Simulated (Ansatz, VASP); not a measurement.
O: VASP beside Ansatz

The input INCAR:

```
ALGO = Normal
EDIFF = 1E-6
ENCUT = 520
GGA = PE
ISIF = 2
ISMEAR = -1
LASPH = True
LCHARG = False
LREAL = False
LWAVE = False
NBANDS = 13
NELM = 60
PREC = Accurate
SIGMA = 0.03
```

The input KPOINTS:

```
k-points
0
Gamma
  9 9 9
```

File POSCAR:

```
O
1.0
    0.0000000000      2.1075500000      3.3448500000
    1.4783500000      0.0000000000      3.3448500000
    1.4783500000      2.1075500000      0.0000000000
O
2
Direct
    0.0871000000      0.0871000000      0.9129000000
    0.9129000000      0.9129000000      0.0871000000
```

Input for Ansatz:

```yaml
crystal:
  lattice:
    - [0.0, 2.10755, 3.34485]
    - [1.47835, 0.0, 3.34485]
    - [1.47835, 2.10755, 0.0]
  atoms:
    - { symbol: O, position: [0.0871, 0.0871, 0.9129] }
    - { symbol: O, position: [0.9129, 0.9129, 0.0871] }
kpoints:
  mp_grid: { grid: [9, 9, 9] }
scf:
  occupations: { method: fermi_dirac, width: 0.03 }
hamiltonian:
  xc: pbe
  pseudopotentials: { kind: all_electron, lapw: { basis_error: 0.001 } }
output:
  forces: true
  stress: true
  eigenvalues: true
```

Alike in both runs: task single point; functional PBE; k mesh 9 × 9 × 9; occupations fermi-dirac, width 0.03 eV; no spin polarisation.

|  | VASP | Ansatz |
| --- | --- | --- |
| version | VASP 6.6.1 | Ansatz 0.2.0 |
| potentials or method | VASP PAW PBE potentials, release 64 (O), cutoff 520 eV | all-electron LAPW, scalar-relativistic |

```csv
,VASP,Ansatz,Ansatz less VASP
pressure (GPa),18.2,13.0,-5.17
"traceless stress, the component that is largest in VASP (GPa)",43.56,32.38,-11.178
rms of the force components (eV/Å),3.323,2.226,-1.0968
```

Atom by atom the forces differ by 1.097 eV/Å (rms over components). Ansatz ran all-electron here, and VASP with PAW potentials.

Noted on VASP's run: the standard files for N, O and F lose accuracy on very short bonds; spin is off for a triplet molecule.
